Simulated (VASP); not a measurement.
A run of VASP 6.6.1:

INCAR

```
PREC = Accurate
ENCUT = 520
EDIFF = 1E-7
ISMEAR = 1
SIGMA = 0.05
LREAL = F
LASPH = T
NELM = 80
ALGO = Normal
ISIF = 2
LWAVE = F
LCHARG = F
NBANDS = 17
```

KPOINTS

```
regular mesh
0
Gamma
  10 10 2
```

File POSCAR:

```
Li2Mg
1.0
    3.0782697400      0.0000000000      0.0000000000
   -1.5391348700      2.6658597945      0.0000000000
    0.0000000000      0.0000000000     15.4338964700
Li Mg
4 2
Direct
    0.6666666667      0.3333333333      0.5827943500
    0.3333333333      0.6666666667      0.0827943500
    0.3333333333      0.6666666667      0.4172056500
    0.6666666667      0.3333333333      0.9172056500
    0.3333333333      0.6666666667      0.7500000000
    0.6666666667      0.3333333333      0.2500000000
```

Potentials or basis: VASP PAW LDA potentials, release 64 (Li_sv, Mg).

Command:

```sh
$ cat potpaw_LDA.64/Li_sv/POTCAR potpaw_LDA.64/Mg/POTCAR > POTCAR
$ mpirun -np 1 vasp_std > vasp.out
```

Hardware: 1 thread of AMD EPYC 9R45 96-Core Processor (Zen 5), on a shared host.

Q: Estimate the wall time of this run.

A: Run time: 34 s on 1 thread of AMD EPYC 9R45 96-Core Processor (Zen 5), with other jobs on the host, peak memory 0.19 GiB. Counts: scf iterations 13, k points 28.
